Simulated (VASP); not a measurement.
# AlN (I4/mmm) in VASP: single point with HSE06

Aim: the single point of AlN with HSE06.

Program: VASP 6.6.1. These are calculated values, not measurements. Logs are shortened: lines on timing, memory, paths and dates and some standing lists are left out, and cuts for length are marked.

**1. The cell of the first run**

The structure is tetragonal, space group I4/mmm (No. 139). Conventional cell: a = 2.906 Å, b = 2.906 Å, c = 4.038 Å, α = 90.00°, β = 90.00°, γ = 90.00°. Within 2.7 Å of Al (site symmetry 4/mmm) lie 6 N at 2.02 to 2.06 Å. N (site symmetry 4/mmm) has 6 Al at 2.02 to 2.06 Å within 2.7 Å.

**2. Single point, HSE06 (biaxial xy strain +1.8%)**

Contents of POSCAR:

```
AlN
1.0
    0.0000000000      2.0550061906      2.0188684454
    2.0550061906      0.0000000000      2.0188684454
    2.0550061906      2.0550061906      0.0000000000
Al N
1 1
Direct
    0.0000000000      0.0000000000      0.0000000000
    0.5000000000      0.5000000000      0.5000000000
```

Contents of INCAR.step1:

```
  PREC = Accurate
  ENCUT = 520
  EDIFF = 1E-5
  ISMEAR = 0
  SIGMA = 0.01
  LREAL = F
  LASPH = T
  NELM = 80
  ALGO = Normal
  ISIF = 2
  LWAVE = T
  LCHARG = F
  GGA = PE
  NBANDS = 11
```

Contents of INCAR.step2:

```
  PREC = Accurate
  ENCUT = 520
  EDIFF = 1E-6
  ISMEAR = 0
  SIGMA = 0.01
  LREAL = F
  LASPH = T
  NELM = 80
  ALGO = Normal
  ISIF = 2
  LWAVE = F
  LCHARG = F
  GGA = PE
  LHFCALC = T
  HFSCREEN = 0.2079
  PRECFOCK = Normal
  ISTART = 1
  NBANDS = 11
```

Contents of KPOINTS:

```
regular mesh
0
Gamma
  8 8 8
```

Potentials or basis: VASP PAW PBE potentials, release 64 (Al, N).

Started as:

```sh
> cat potpaw_PBE.64/Al/POTCAR potpaw_PBE.64/N/POTCAR > POTCAR
> cp INCAR.step1 INCAR
> mpirun -np 1 vasp_std > vasp.out
> cp INCAR.step2 INCAR
> mpirun -np 1 vasp_std > vasp.out
```

OUTCAR:

```text
PREC = Accurate
   ENCUT = 520
   EDIFF = 1E-6
   ISMEAR = 0
   LREAL = F
   LASPH = T
   NELM = 80
   ISIF = 2
   GGA = PE
   LHFCALC = T
   HFSCREEN = 0.2079
   PRECFOCK = Normal
   ISTART = 1

 ion  position               nearest neighbor table
   1  0.000  0.000  0.000-   2 2.02   2 2.02   2 2.06   2 2.06   2 2.06   2 2.06
   2  0.500  0.500  0.500-   1 2.02   1 2.02   1 2.06   1 2.06   1 2.06   1 2.06

  LATTYP: Found a body centered tetragonal cell.
 ALAT       =     2.9062176255
 C/A-ratio  =     1.3893442994

  Lattice vectors:

 A1 = (   0.0000000000,  -2.0550061906,  -2.0188684454)
 A2 = (   0.0000000000,   2.0550061906,  -2.0188684454)
 A3 = (   2.0550061906,   0.0000000000,   2.0188684454)

Analysis of symmetry for initial positions (statically):
=====================================================================
 Subroutine PRICEL returns:
 Original cell was already a primitive cell.

 Routine SETGRP: Setting up the symmetry group for a
 body centered tetragonal supercell.

 Subroutine GETGRP returns: Found 16 space group operations
 (whereof 16 operations were pure point group operations)
 out of a pool of 16 trial point group operations.

The static configuration has the point symmetry D_4h.

Analysis of symmetry for dynamics (positions and initial velocities):
=====================================================================
 Subroutine PRICEL returns:
 Original cell was already a primitive cell.

 Routine SETGRP: Setting up the symmetry group for a
 body centered tetragonal supercell.

 Subroutine GETGRP returns: Found 16 space group operations
 (whereof 16 operations were pure point group operations)
 out of a pool of 16 trial point group operations.

The dynamic configuration has the point symmetry D_4h.

 Subroutine INISYM returns: Found 16 space group operations
 (whereof 16 operations are pure point group operations),
 and found     1 'primitive' translations

----------------------------------------------------------------------------------------

                                     Primitive cell

  volume of cell :      17.0516

  direct lattice vectors                    reciprocal lattice vectors
     0.000000000  2.055006191  2.018868445    -0.243308269  0.243308269  0.247663488
     2.055006191  0.000000000  2.018868445     0.243308269 -0.243308269  0.247663488
     2.055006191  2.055006191  0.000000000     0.243308269  0.243308269 -0.247663488

  length of vectors
     2.880777715  2.880777715  2.906217626     0.423951685  0.423951685  0.423951685

  position of ions in fractional coordinates (direct lattice)
     0.000000000  0.000000000  0.000000000
     0.500000000  0.500000000  0.500000000

  ion indices of the primitive-cell ions
   primitive index   ion index
                 1           1
                 2           2

----------------------------------------------------------------------------------------

 KPOINTS: regular mesh

Automatic generation of k-mesh.
 Grid dimensions read from file:
 generate k-points for:    8    8    8

 Generating k-lattice:

  Cartesian coordinates                     Fractional coordinates (reciprocal lattice)
    -0.030413534  0.030413534  0.030957936     0.125000000  0.000000000  0.000000000
     0.030413534 -0.030413534  0.030957936     0.000000000  0.125000000  0.000000000
     0.030413534  0.030413534 -0.030957936     0.000000000  0.000000000  0.125000000

  Length of vectors
     0.052993961  0.052993961  0.052993961

  Shift w.r.t. Gamma in fractional coordinates (k-lattice)
     0.000000000  0.000000000  0.000000000

 Subroutine IBZKPT returns following result:
 ===========================================

 Found     59 irreducible k-points:

 Following reciprocal coordinates:
            Coordinates               Weight
  0.000000  0.000000  0.000000      1.000000
  0.125000 -0.000000  0.000000      8.000000
  0.250000 -0.000000  0.000000      8.000000
  0.375000 -0.000000  0.000000      8.000000
  0.500000 -0.000000  0.000000      4.000000
  0.125000  0.125000  0.000000      2.000000
[... 16 lines left out ...]
  0.250000 -0.000000  0.125000     16.000000
  0.375000 -0.000000  0.125000     16.000000
 [... further k-points ...]
   k-points           NKPTS =     59   k-points in BZ     NKDIM =    512   number of bands    NBANDS=     11
   number of dos      NEDOS =    301   number of ions     NIONS =      2
   total plane-waves  NPLWV =  13824
   dimension x,y,z NGX =    24 NGY =   24 NGZ =   24
   dimension x,y,z NGXF=    48 NGYF=   48 NGZF=   48
   ions per type =               1   1
   NGX,Y,Z   is equivalent  to a cutoff of  13.85, 13.85, 13.73 a.u.
   NGXF,Y,Z  is equivalent  to a cutoff of  27.70, 27.70, 27.46 a.u.
 SYSTEM =  unknown system
   PREC   = accura    normal or accurate (medium, high low for compatibility)
   ISTART =      1    job   : 0-new  1-cont  2-samecut
   ICHARG =      0    charge: 1-file 2-atom 10-const
   ISPIN  =      1    spin polarized calculation?
   LNONCOLLINEAR =      F non collinear calculations
   LSORBIT =      F    spin-orbit coupling
   LASPH  =      T    aspherical Exc in radial PAW
   ENCUT  =  520.0 eV  38.22 Ry    6.18 a.u.   5.36  5.36  5.40*2*pi/ulx,y,z
   NELM   =     80;   NELMIN=  2; NELMDL=  0     # of ELM steps
   EDIFF  = 0.1E-05   stopping-criterion for ELM
   LREAL  =      F    real-space projection
   EDIFFG = 0.1E-04   stopping-criterion for IOM
   NSW    =      0    number of steps for IOM
   IBRION =     -1    ionic relax: 0-MD 1-quasi-New 2-CG
   NFREE  =      0    steps in history (QN), initial steepest desc. (CG)
   ISIF   =      2    stress and relaxation
   ISYM   =      3    0-nonsym 1-usesym 2-fastsym
   POTIM  = 0.5000    time-step for ionic-motion
   TEBEG  =    0.0;   TEEND  =   0.0 temperature during run
   PSTRESS=    0.0 pullay stress
   NELECT =       8.0000    total number of electrons
   NUPDOWN=      -1.0000    fix difference up-down
   EMIN   =  10.00;   EMAX   =-10.00  energy-range for DOS
   EFERMI =   0.00;   METHOD = LEGACY
   ISMEAR =     0;   SIGMA  =   0.01  broadening in eV -4-tet -1-fermi 0-gaus
   EFERMI_NEDOS =   21; number of points for ismear=-14 and -15
   IALGO  =     38    algorithm
   IMIX   =      1    mixing-type and parameters
     AMIX     =   0.40;   BMIX     =  1.00
     AMIX_MAG =   1.60;   BMIX_MAG =  1.00
  volume/ion in A,a.u.               =       8.53        57.53
  Fermi-wavevector in a.u.,A,eV,Ry     =   1.272087  2.403895 22.017012  1.618205
  Thomas-Fermi vector in A             =   2.404984
   LORBIT       =      0    0 simple, 1 ext, 2 COOP (PROOUT), +10 PAW based schemes
   GGA     = PE    functional components
   LHFCALC =     T    Hartree Fock is set to
   PRECFOCK=normal    Normal, Fast or Accurate (Low or Medium for compatibility)
   ENCUT4O =  -1.0   cutoff for four orbital integrals eV
   NKREDX  =     1    reduce k-point grid by
   NKREDY  =     1    reduce k-point grid by
   NKREDZ  =     1    reduce k-point grid by
   AEXX    =    0.2500 exact exchange contribution
   HFSCREEN=    0.2079 screening length (either q_TF or 0.3 A-1)
   HFSCREENC=   0.2079 screening length for correlation (either q_TF or 0.3 A-1)
   ENCUTFOCK=  -1.0 apply spherical cutoff to Coloumb kernel
   IVDW    =     0    specifies the selected vdW correction
   LEPSILON=     F    determine dielectric tensor
   LRPA    =     F    only Hartree local field effects (RPA)
 non-spin polarized calculation
 Gauss-broadening in eV      SIGMA  =   0.01
  energy-cutoff  :      520.00
  volume of cell :       17.05
 maximum number of plane-waves:       471
 NGX is ok and might be reduce to    24
  NGX = 18; NGY = 18; NGZ = 18

 number of electron       8.0000000 magnetization

 Free energy of the ion-electron system (eV)
  ---------------------------------------------------
  ext. energy  EPLUGINS =         0.00000000
  ---------------------------------------------------
  free energy    TOTEN  =       -17.10905378 eV

  energy without entropy =      -17.10905378  energy(sigma->0) =      -17.10905378

 E-fermi :   8.8710     XC(G=0):  -9.9436

 val. band max:        8.7665131104   @ k =   0.0000   0.0000   0.0000
 cond. band min:      14.2518926344   @ k =   0.5000   0.5000   0.0000
 fundamental gap:      5.4853795240
 Fermi energy:         8.8710228273

 k-point     1 :       0.0000    0.0000    0.0000
  band No.  band energies     occupation
      1     -10.2147      2.00000
      2       8.6086      2.00000
      3       8.7665      2.00000
      4       8.7665      2.00000
      5      15.4183      0.00000
      6      22.3207      0.00000
      7      22.3207      0.00000
      8      22.5577      0.00000
      9      27.4961      0.00000
     10      27.8685      0.00000
     11      28.4716      0.00000

 k-point     2 :       0.1250   -0.0000    0.0000
  band No.  band energies     occupation
      1      -9.8824      2.00000
      2       7.1180      2.00000
      3       8.4924      2.00000
      4       8.5629      2.00000
      5      16.3531      0.00000
      6      21.1976      0.00000
      7      22.7194      0.00000
      8      22.9146      0.00000
      9      25.9003      0.00000
     10      26.3141      0.00000
     11      28.3917      0.00000

 k-point     3 :       0.2500   -0.0000    0.0000
  band No.  band energies     occupation
      1      -8.9397      2.00000
      2       4.0855      2.00000
      3       8.1102      2.00000
      4       8.1200      2.00000
      5      16.7837      0.00000
      6      21.3695      0.00000
      7      22.2557      0.00000
      8      22.6633      0.00000
      9      26.4659      0.00000
     10      26.5294      0.00000
     11      27.3992      0.00000

 k-point     4 :       0.3750   -0.0000    0.0000
  band No.  band energies     occupation
      1      -7.6422      2.00000
      2       1.2440      2.00000
      3       7.7306      2.00000
      4       7.7732      2.00000
      5      16.2568      0.00000
      6      21.2215      0.00000
      7      21.6494      0.00000
      8      22.9931      0.00000
      9      26.5501      0.00000
     10      29.2060      0.00000
     11      29.2391      0.00000

 k-point     5 :       0.5000   -0.0000    0.0000
  band No.  band energies     occupation
      1      -6.8728      2.00000
      2      -0.0769      2.00000
      3       7.5818      2.00000
      4       7.6439      2.00000
      5      16.0173      0.00000
      6      20.8292      0.00000
      7      21.2544      0.00000
      8      23.7241      0.00000
      9      26.3661      0.00000
     10      31.1892      0.00000
     11      31.2339      0.00000
[... 211 lines left out ...]
 k-point    21 :       0.5000    0.5000    0.0000
  band No.  band energies     occupation
      1      -5.7668      2.00000
      2       0.9692      2.00000
      3       5.6601      2.00000
      4       5.6601      2.00000
      5      14.2519      0.00000
      6      15.2467      0.00000
      7      24.6900      0.00000
      8      27.5514      0.00000
      9      27.5514      0.00000
     10      33.6829      0.00000
     11      36.6852      0.00000

 k-point    22 :       0.1250    0.0000    0.1250
  band No.  band energies     occupation
      1      -9.7784      2.00000
      2       7.3017      2.00000
      3       8.0354      2.00000
      4       8.2199      2.00000
      5      16.8043      0.00000
      6      20.2040      0.00000
      7      23.3408      0.00000
      8      23.4115      0.00000
      9      23.5638      0.00000
     10      28.8153      0.00000
     11      29.8156      0.00000

 k-point    23 :       0.2500   -0.0000    0.1250
  band No.  band energies     occupation
      1      -9.0459      2.00000
      2       5.0447      2.00000
      3       7.6007      2.00000
      4       7.7422      2.00000
      5      17.6874      0.00000
      6      19.6286      0.00000
      7      21.4321      0.00000
      8      23.7879      0.00000
      9      24.8911      0.00000
     10      28.4399      0.00000
     11      29.7896      0.00000

 k-point    24 :       0.3750   -0.0000    0.1250
  band No.  band energies     occupation
      1      -7.8514      2.00000
      2       2.2862      2.00000
      3       7.0370      2.00000
      4       7.3078      2.00000
      5      17.3106      0.00000
      6      20.1082      0.00000
      7      21.5055      0.00000
      8      22.8836      0.00000
      9      26.8189      0.00000
     10      29.2194      0.00000
     11      30.3034      0.00000

 [... further k-points ...]

------------------------ aborting loop because EDIFF is reached ----------------------------------------

  FORCE on cell =-STRESS in cart. coord.  units (eV):
  Direction    XX          YY          ZZ          XY          YZ          ZX
  --------------------------------------------------------------------------------------
  -------------------------------------------------------------------------------------
  Total       -1.2525814     -1.2525814     -0.8161265      0.0000000      0.0000000     -0.0000000
  in kB     -117.6934430   -117.6934430    -76.6838278      0.0000000      0.0000000     -0.0000000
  external PRESSURE =    -104.0235713 kB  Pullay stress =       0.0000000 kB

 VOLUME and BASIS-vectors are now :
 -----------------------------------------------------------------------------
  energy-cutoff  :      520.00
  volume of cell :       17.05
      direct lattice vectors                 reciprocal lattice vectors
     0.000000000  2.055006191  2.018868445    -0.243308269  0.243308269  0.247663488
     2.055006191  0.000000000  2.018868445     0.243308269 -0.243308269  0.247663488
     2.055006191  2.055006191  0.000000000     0.243308269  0.243308269 -0.247663488

 POSITION                                       TOTAL-FORCE (eV/Angst)
 -----------------------------------------------------------------------------------
      0.00000      0.00000      0.00000         0.000000      0.000000      0.000000
      2.05501      2.05501      2.01887         0.000000      0.000000      0.000000
 -----------------------------------------------------------------------------------
    total drift:                                0.000004     -0.000004     -0.000044

  FREE ENERGIE OF THE ION-ELECTRON SYSTEM (eV)
  ---------------------------------------------------
  free  energy   TOTEN  =       -17.1090537764 eV

  energy  without entropy=      -17.1090537764  energy(sigma->0) =      -17.10905378
```

Wall time 75 min (1 thread of AMD EPYC 7R43 (Zen 3), shared host); peak memory 0.22 GiB.

What came out:

```yaml
Free_energy: -17.1091 eV
Pressure: -10.4 GPa
Band_gap_on_the_k_mesh: 5.49 eV (least direct gap 6.65 eV)
```

Stress tensor (GPa, compression positive):
```
-11.77   0.00   0.00
  0.00 -11.77   0.00
  0.00   0.00  -7.67
```

Levels at points of the mesh, in eV from the valence-band top:
```tsv
k point	band 1	band 2	band 3	band 4	band 5	band 6	band 7	band 8	band 9
(0.00, 0.00, 0.00)	-18.98	-0.16	0.00	0.00	6.65	13.55	13.55	13.79	18.73
(0.50, 0.00, 0.00)	-15.64	-8.84	-1.18	-1.12	7.25	12.06	12.49	14.96	17.60
(0.50, 0.50, 0.00)	-14.53	-7.80	-3.11	-3.11	5.49	6.48	15.92	18.78	18.78
(0.50, 0.00, 0.50)	-14.68	-7.87	-3.10	-2.85	5.65	6.66	15.70	18.67	19.28
```

Caveat: the cell differs from its parent crystal (biaxial xy strain +1.8%); the cell stands under tension; the structure was generated, so it needn't be the stable form of AlN; the PAW data sets were made with another functional, which shifts forces and pressure a little. A k mesh can miss the band edges.
